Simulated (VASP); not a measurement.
Here is a VASP 6.6.1 calculation.

Contents of POSCAR:

```
Lu
1.0
    0.0000000000      3.5290551937      3.5290551937
    3.5290551937      0.0000000000      3.5290551937
    3.5290551937      3.5290551937      0.0000000000
Lu
2
Direct
    0.1250000000      0.1250000000      0.1250000000
    0.8750000000      0.8750000000      0.8750000000
```

INCAR.step1

```
ALGO = Normal ; EDIFF = 1E-4
ENCUT = 520 ; GGA = PE
ISMEAR = -1 ; LASPH = True
LCHARG = False ; LREAL = False
LWAVE = True ; NBANDS = 32
NELM = 80 ; PREC = Accurate
SIGMA = 0.1
```

The input INCAR.step2:

```
ALGO = Normal ; EDIFF = 1E-7
ENCUT = 520 ; ISIF = 2
ISMEAR = -1 ; ISTART = 1
LASPH = True ; LCHARG = True
LELF = True ; LMIXTAU = True
LREAL = False ; LVHAR = True
LWAVE = False ; METAGGA = R2SCAN
NBANDS = 32 ; NELM = 80
PREC = Accurate ; SIGMA = 0.1
```

The input KPOINTS:

```
k-points
0
Gamma
  8 8 8
```

Potentials or basis: VASP PAW PBE potentials, release 64 (Lu).

Launch:

```console
$ cat potpaw_PBE.64/Lu/POTCAR > POTCAR
$ cp INCAR.step1 INCAR
$ mpirun -np 1 vasp_std > vasp.out
$ cp INCAR.step2 INCAR
$ mpirun -np 1 vasp_std > vasp.out
```

**Question.** What does it give for the band gap on the k mesh?

**Answer.** Zero (bands 25 and 26 overlap by 1.41 eV).

**Question.** What does it give for the pressure?

**Answer.** 1.4 GPa.

Caveat: the PAW data sets were made with another functional, which shifts forces and pressure a little; spin-orbit coupling is left out, which moves the levels of the heavy elements.
